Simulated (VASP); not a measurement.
# LaMg3 (P4/mmm) in VASP: a series of runs

Runs on LaMg3. Level: LDA. Tasks: single point.

Everything below comes from runs of VASP 6.6.1. Logs are shortened: lines on timing, memory, paths and dates and some standing lists are left out, and cuts for length are marked.

### 1 The cell of the first run

Symmetry: P4/mmm, No. 123, tetragonal system. Conventional cell: a = 4.792 Å, b = 4.792 Å, c = 5.008 Å, α = 90.00°, β = 90.00°, γ = 90.00°. Within 4.5 Å of La (site symmetry 4/mmm) lie 12 Mg at 3.39 to 3.47 Å. Within 4.5 Å of Mg (site symmetry mmm) lie 8 Mg at 3.39 to 3.47 Å and 4 La at 3.47 Å. Mg (site symmetry 4/mmm) has 4 La at 3.39 Å and 8 Mg at 3.47 Å within 4.5 Å.

### 2 Single point, LDA

Input file INCAR:

```
SYSTEM = LaMg3
PREC = Accurate ; ENCUT = 520
EDIFF = 1E-7 ; ISMEAR = -1
SIGMA = 0.05 ; LREAL = .FALSE.
LASPH = .TRUE. ; NELM = 100
ALGO = Normal ; ISIF = 2
LWAVE = .FALSE. ; LCHARG = .FALSE.
NBANDS = 16
```

Input file KPOINTS:

```
Automatic mesh
0
G
  5 5 5
  0 0 0
```

Input file POSCAR:

```
LaMg3
1.0
    4.7919329053      0.0000000000      0.0000000000
    0.0000000000      4.7919329053      0.0000000000
    0.0000000000      0.0000000000      5.0079153327
La Mg
1 3
Direct
    0.0000000000      0.0000000000      0.0000000000
    0.5000000000      0.0000000000      0.5000000000
    0.5000000000      0.5000000000      0.0000000000
    0.0000000000      0.5000000000      0.5000000000
```

Potentials or basis: VASP PAW LDA potentials, release 64 (La, Mg).

Run with:

```sh
cat potpaw_LDA.64/La/POTCAR potpaw_LDA.64/Mg/POTCAR > POTCAR
mpirun -np 1 vasp_std > vasp.out
```

OUTCAR:

```text
SYSTEM = LaMg3
   PREC = Accurate
   ENCUT = 520
   EDIFF = 1E-7
   ISMEAR = -1
   LREAL = .FALSE.
   LASPH = .TRUE.
   NELM = 100
   ISIF = 2

 ion  position               nearest neighbor table
   1  0.000  0.000  0.000-   3 3.39   3 3.39   3 3.39   3 3.39   4 3.47   2 3.47   4 3.47   4 3.47
                             2 3.47   4 3.47   2 3.47   2 3.47
   2  0.500  0.000  0.500-   4 3.39   4 3.39   4 3.39   4 3.39   3 3.47   3 3.47   3 3.47   3 3.47
                             1 3.47   1 3.47   1 3.47   1 3.47
   3  0.500  0.500  0.000-   1 3.39   1 3.39   1 3.39   1 3.39   4 3.47   2 3.47   2 3.47   2 3.47
                             4 3.47   4 3.47   4 3.47   2 3.47
   4  0.000  0.500  0.500-   2 3.39   2 3.39   2 3.39   2 3.39   3 3.47   1 3.47   1 3.47   1 3.47
                             3 3.47   3 3.47   3 3.47   1 3.47

  LATTYP: Found a simple tetragonal cell.
 ALAT       =     4.7919329053
 C/A-ratio  =     1.0450720892

  Lattice vectors:

 A1 = (   4.7919329053,   0.0000000000,   0.0000000000)
 A2 = (   0.0000000000,   4.7919329053,   0.0000000000)
 A3 = (   0.0000000000,   0.0000000000,   5.0079153327)

Analysis of symmetry for initial positions (statically):
=====================================================================
 Subroutine PRICEL returns:
 Original cell was already a primitive cell.

 Routine SETGRP: Setting up the symmetry group for a
 simple tetragonal supercell.

 Subroutine GETGRP returns: Found 16 space group operations
 (whereof 16 operations were pure point group operations)
 out of a pool of 16 trial point group operations.

The static configuration has the point symmetry D_4h.

Analysis of symmetry for dynamics (positions and initial velocities):
=====================================================================
 Subroutine PRICEL returns:
 Original cell was already a primitive cell.

 Routine SETGRP: Setting up the symmetry group for a
 simple tetragonal supercell.

 Subroutine GETGRP returns: Found 16 space group operations
 (whereof 16 operations were pure point group operations)
 out of a pool of 16 trial point group operations.

The dynamic configuration has the point symmetry D_4h.

 Subroutine INISYM returns: Found 16 space group operations
 (whereof 16 operations are pure point group operations),
 and found     1 'primitive' translations

----------------------------------------------------------------------------------------

                                     Primitive cell

  volume of cell :     114.9949

  direct lattice vectors                    reciprocal lattice vectors
     4.791932905  0.000000000  0.000000000     0.208684057  0.000000000  0.000000000
     0.000000000  4.791932905  0.000000000     0.000000000  0.208684057  0.000000000
     0.000000000  0.000000000  5.007915333     0.000000000  0.000000000  0.199683887

  length of vectors
     4.791932905  4.791932905  5.007915333     0.208684057  0.208684057  0.199683887

  position of ions in fractional coordinates (direct lattice)
     0.000000000  0.000000000  0.000000000
     0.500000000  0.000000000  0.500000000
     0.500000000  0.500000000  0.000000000
     0.000000000  0.500000000  0.500000000

  ion indices of the primitive-cell ions
   primitive index   ion index
                 1           1
                 2           2
                 3           3
                 4           4

----------------------------------------------------------------------------------------

 KPOINTS: Automatic mesh

Automatic generation of k-mesh.
 Grid dimensions read from file:
 generate k-points for:    5    5    5

 Generating k-lattice:

  Cartesian coordinates                     Fractional coordinates (reciprocal lattice)
     0.041736811  0.000000000  0.000000000     0.200000000  0.000000000  0.000000000
     0.000000000  0.041736811  0.000000000     0.000000000  0.200000000  0.000000000
     0.000000000  0.000000000  0.039936777     0.000000000  0.000000000  0.200000000

  Length of vectors
     0.041736811  0.041736811  0.039936777

  Shift w.r.t. Gamma in fractional coordinates (k-lattice)
     0.000000000  0.000000000  0.000000000

 Subroutine IBZKPT returns following result:
 ===========================================

 Found     18 irreducible k-points:

 Following reciprocal coordinates:
            Coordinates               Weight
  0.000000  0.000000  0.000000      1.000000
  0.200000  0.000000  0.000000      4.000000
  0.400000  0.000000  0.000000      4.000000
  0.200000  0.200000  0.000000      4.000000
  0.400000  0.200000  0.000000      8.000000
  0.400000  0.400000  0.000000      4.000000
[... 10 lines left out ...]
  0.400000  0.200000  0.400000     16.000000
  0.400000  0.400000  0.400000      8.000000
   k-points           NKPTS =     18   k-points in BZ     NKDIM =     18   number of bands    NBANDS=     16
   number of dos      NEDOS =    301   number of ions     NIONS =      4
   total plane-waves  NPLWV =  51840
   dimension x,y,z NGX =    36 NGY =   36 NGZ =   40
   dimension x,y,z NGXF=    72 NGYF=   72 NGZF=   80
   ions per type =               1   3
   NGX,Y,Z   is equivalent  to a cutoff of  12.49, 12.49, 13.28 a.u.
   NGXF,Y,Z  is equivalent  to a cutoff of  24.98, 24.98, 26.56 a.u.
 SYSTEM =  LaMg3
   PREC   = accura    normal or accurate (medium, high low for compatibility)
   ISTART =      0    job   : 0-new  1-cont  2-samecut
   ICHARG =      2    charge: 1-file 2-atom 10-const
   ISPIN  =      1    spin polarized calculation?
   LNONCOLLINEAR =      F non collinear calculations
   LSORBIT =      F    spin-orbit coupling
   LASPH  =      T    aspherical Exc in radial PAW
   ENCUT  =  520.0 eV  38.22 Ry    6.18 a.u.   8.91  8.91  9.31*2*pi/ulx,y,z
   NELM   =    100;   NELMIN=  2; NELMDL= -5     # of ELM steps
   EDIFF  = 0.1E-06   stopping-criterion for ELM
   LREAL  =      F    real-space projection
   EDIFFG = 0.1E-05   stopping-criterion for IOM
   NSW    =      0    number of steps for IOM
   IBRION =     -1    ionic relax: 0-MD 1-quasi-New 2-CG
   NFREE  =      0    steps in history (QN), initial steepest desc. (CG)
   ISIF   =      2    stress and relaxation
   ISYM   =      2    0-nonsym 1-usesym 2-fastsym
   POTIM  = 0.5000    time-step for ionic-motion
   TEBEG  =    0.0;   TEEND  =   0.0 temperature during run
   PSTRESS=    0.0 pullay stress
   NELECT =      17.0000    total number of electrons
   NUPDOWN=      -1.0000    fix difference up-down
   EMIN   =  10.00;   EMAX   =-10.00  energy-range for DOS
   EFERMI =   0.00;   METHOD = LEGACY
   ISMEAR =    -1;   SIGMA  =   0.05  broadening in eV -4-tet -1-fermi 0-gaus
   EFERMI_NEDOS =   21; number of points for ismear=-14 and -15
   IALGO  =     38    algorithm
   IMIX   =      4    mixing-type and parameters
     AMIX     =   0.40;   BMIX     =  1.00
     AMIX_MAG =   1.60;   BMIX_MAG =  1.00
  volume/ion in A,a.u.               =      28.75       194.01
  Fermi-wavevector in a.u.,A,eV,Ry     =   0.865629  1.635801 10.195024  0.749313
  Thomas-Fermi vector in A             =   1.983900
   LORBIT       =      0    0 simple, 1 ext, 2 COOP (PROOUT), +10 PAW based schemes
   GGA     = CA    functional components
   LHFCALC =     F    Hartree Fock is set to
   AEXX    =    0.0000 exact exchange contribution
   IVDW    =     0    specifies the selected vdW correction
   LEPSILON=     F    determine dielectric tensor
   LRPA    =     F    only Hartree local field effects (RPA)
 non-spin polarized calculation
  energy-cutoff  :      520.00
  volume of cell :      114.99
 maximum number of plane-waves:      3116
 NGX is ok and might be reduce to    36
   NGX = 17   NGY = 17   NGZ = 19

 number of electron      16.9999997 magnetization

 Free energy of the ion-electron system (eV)
  ---------------------------------------------------
  ext. energy  EPLUGINS =         0.00000000
  ---------------------------------------------------
  free energy    TOTEN  =       -11.08420520 eV

  energy without entropy =      -11.05151249  energy(sigma->0) =      -11.06785884

 E-fermi :   3.5270     XC(G=0):  -8.7683

 val. band max:        3.4983515145   @ k =   0.4000   0.0000   0.0000
 cond. band min:       3.5272836130   @ k =   0.0000   0.0000   0.4000
 fundamental gap:      0.0289320985
 Fermi energy:         3.5270134655

 k-point     1 :       0.0000    0.0000    0.0000
  band No.  band energies     occupation
      1     -29.2212      2.00000
      2     -12.9397      2.00000
      3     -12.9230      2.00000
      4     -12.9230      2.00000
      5      -1.8911      2.00000
      6       2.2746      2.00000
[... 8 lines left out ...]
     15       5.2091      0.00000
     16       5.2102      0.00000

 k-point     2 :       0.2000    0.0000    0.0000
  band No.  band energies     occupation
      1     -29.2201      2.00000
      2     -12.9568      2.00000
      3     -12.9368      2.00000
      4     -12.9203      2.00000
      5      -1.5791      2.00000
      6       1.9213      2.00000
[... 8 lines left out ...]
     15       5.1587      0.00000
     16       5.1773      0.00000

 k-point     3 :       0.4000    0.0000    0.0000
  band No.  band energies     occupation
      1     -29.2184      2.00000
      2     -13.0104      2.00000
      3     -12.9321      2.00000
      4     -12.9159      2.00000
      5      -0.7104      2.00000
      6       0.5671      2.00000
[... 8 lines left out ...]
     15       5.1548      0.00000
     16       5.1549      0.00000

 k-point     4 :       0.2000    0.2000    0.0000
  band No.  band energies     occupation
      1     -29.2191      2.00000
      2     -12.9549      2.00000
      3     -12.9515      2.00000
      4     -12.9339      2.00000
      5      -1.2818      2.00000
      6       2.0474      2.00000
[... 8 lines left out ...]
     15       5.1499      0.00000
     16       5.1600      0.00000

 k-point     5 :       0.4000    0.2000    0.0000
  band No.  band energies     occupation
      1     -29.2173      2.00000
      2     -13.0056      2.00000
      3     -12.9475      2.00000
      4     -12.9293      2.00000
      5      -0.4662      2.00000
      6       0.7772      2.00000
[... 8 lines left out ...]
     15       5.1381      0.00000
     16       5.1490      0.00000

 k-point     6 :       0.4000    0.4000    0.0000
  band No.  band energies     occupation
      1     -29.2157      2.00000
      2     -12.9984      2.00000
      3     -12.9972      2.00000
      4     -12.9247      2.00000
      5       0.0794      2.00000
      6       1.2088      2.00000
[... 8 lines left out ...]
     15       5.1175      0.00000
     16       5.1382      0.00000
[... 153 lines left out ...]
 k-point    15 :       0.4000    0.0000    0.4000
  band No.  band energies     occupation
      1     -29.2169      2.00000
      2     -13.0022      2.00000
      3     -12.9866      2.00000
      4     -12.9117      2.00000
      5       0.0076      2.00000
      6       1.1436      2.00000
[... 8 lines left out ...]
     15       5.1220      0.00000
     16       5.1227      0.00000

 k-point    16 :       0.2000    0.2000    0.4000
  band No.  band energies     occupation
      1     -29.2176      2.00000
      2     -12.9895      2.00000
      3     -12.9490      2.00000
      4     -12.9459      2.00000
      5      -0.3290      2.00000
      6       0.8636      2.00000
[... 8 lines left out ...]
     15       5.1163      0.00000
     16       5.1322      0.00000

 k-point    17 :       0.4000    0.2000    0.4000
  band No.  band energies     occupation
      1     -29.2159      2.00000
      2     -12.9976      2.00000
      3     -12.9823      2.00000
      4     -12.9419      2.00000
      5       0.2124      2.00000
      6       1.3626      2.00000
[... 8 lines left out ...]
     15       5.1138      0.00000
     16       5.1342      0.00000

 k-point    18 :       0.4000    0.4000    0.4000
  band No.  band energies     occupation
      1     -29.2143      2.00000
      2     -12.9907      2.00000
      3     -12.9895      2.00000
      4     -12.9753      2.00000
      5       0.7271      2.00000
      6       1.3914      2.00000
[... 8 lines left out ...]
     15       5.1344      0.00000
     16       5.1529      0.00000

------------------------ aborting loop because EDIFF is reached ----------------------------------------

  FORCE on cell =-STRESS in cart. coord.  units (eV):
  Direction    XX          YY          ZZ          XY          YZ          ZX
  --------------------------------------------------------------------------------------
  -------------------------------------------------------------------------------------
  Total       -2.2962953     -2.2962953     -2.4212174      0.0000000      0.0000000      0.0000000
  in kB      -31.9933624    -31.9933624    -33.7338514      0.0000000      0.0000000      0.0000000
  external PRESSURE =     -32.5735254 kB  Pullay stress =       0.0000000 kB

 VOLUME and BASIS-vectors are now :
 -----------------------------------------------------------------------------
  energy-cutoff  :      520.00
  volume of cell :      114.99
      direct lattice vectors                 reciprocal lattice vectors
     4.791932905  0.000000000  0.000000000     0.208684057  0.000000000  0.000000000
     0.000000000  4.791932905  0.000000000     0.000000000  0.208684057  0.000000000
     0.000000000  0.000000000  5.007915333     0.000000000  0.000000000  0.199683887

 POSITION                                       TOTAL-FORCE (eV/Angst)
 -----------------------------------------------------------------------------------
      0.00000      0.00000      0.00000         0.000000      0.000000      0.000000
      2.39597      0.00000      2.50396         0.000000      0.000000      0.000000
      2.39597      2.39597      0.00000         0.000000      0.000000      0.000000
      0.00000      2.39597      2.50396         0.000000      0.000000      0.000000
 -----------------------------------------------------------------------------------
    total drift:                               -0.000000     -0.000000     -0.000000

  FREE ENERGIE OF THE ION-ELECTRON SYSTEM (eV)
  ---------------------------------------------------
  free  energy   TOTEN  =       -11.0842051994 eV

  energy  without entropy=      -11.0515124884  energy(sigma->0) =      -11.06785884
```

Wall time 17 s (1 thread of AMD EPYC 9R45 (Zen 5), shared host); peak memory 0.17 GiB.

Results:

```yaml
Free_energy: -11.0842 eV
Pressure: -3.3 GPa
```

Levels at points of the mesh, in eV from the Fermi level:
| k point | band 5 | band 6 | band 7 | band 8 | band 9 | band 10 | band 11 | band 12 |
| --- | --- | --- | --- | --- | --- | --- | --- | --- |
| (0.00, 0.00, 0.00) | -5.42 | -1.25 | -1.02 | 0.38 | 0.70 | 0.70 | 1.40 | 1.41 |

Caveat: spin-orbit coupling is left out, which moves the levels of the heavy elements.

### 3 Single point, LDA

This run uses another cell than the first one, of 29.45 Å³/atom, 1.024 times its volume.

Input file INCAR:

```
PREC = Accurate
ENCUT = 520
EDIFF = 1E-7
ISMEAR = -1
SIGMA = 0.05
LREAL = F
LASPH = T
NELM = 60
ALGO = Normal
ISIF = 2
LWAVE = F
LCHARG = F
NBANDS = 16
```

Input file KPOINTS:

```
Automatic mesh
0
Gamma
  5 5 5
```

Input file POSCAR:

```
LaMg3
1.0
    4.8305791944      0.0000000000      0.0000000000
    0.0000000000      4.8305791944      0.0000000000
    0.0000000000      0.0000000000      5.0483034908
La Mg
1 3
Direct
    0.0000000000      0.0000000000      0.0000000000
    0.5000000000      0.0000000000      0.5000000000
    0.5000000000      0.5000000000      0.0000000000
    0.0000000000      0.5000000000      0.5000000000
```

Potentials or basis: VASP PAW LDA potentials, release 64 (La, Mg).

Run with:

```sh
cat potpaw_LDA.64/La/POTCAR potpaw_LDA.64/Mg/POTCAR > POTCAR
mpirun -np 1 vasp_std > vasp.out
```

Wall time 17 s (1 thread of AMD EPYC 9R45 (Zen 5), shared host); peak memory 0.17 GiB.

Results (log left out):

```yaml
Free_energy: -11.0220 eV
Pressure: -3.9 GPa
```

Stress tensor (GPa, compression positive):
```
-3.80  0.00  0.00
 0.00 -3.80  0.00
 0.00  0.00 -3.96
```

Levels at points of the mesh, in eV from the Fermi level:
| k point | band 5 | band 6 | band 7 | band 8 | band 9 | band 10 | band 11 | band 12 |
| --- | --- | --- | --- | --- | --- | --- | --- | --- |
| (0.00, 0.00, 0.00) | -5.35 | -1.23 | -1.00 | 0.37 | 0.68 | 0.68 | 1.35 | 1.36 |

Caveat: spin-orbit coupling is left out, which moves the levels of the heavy elements.
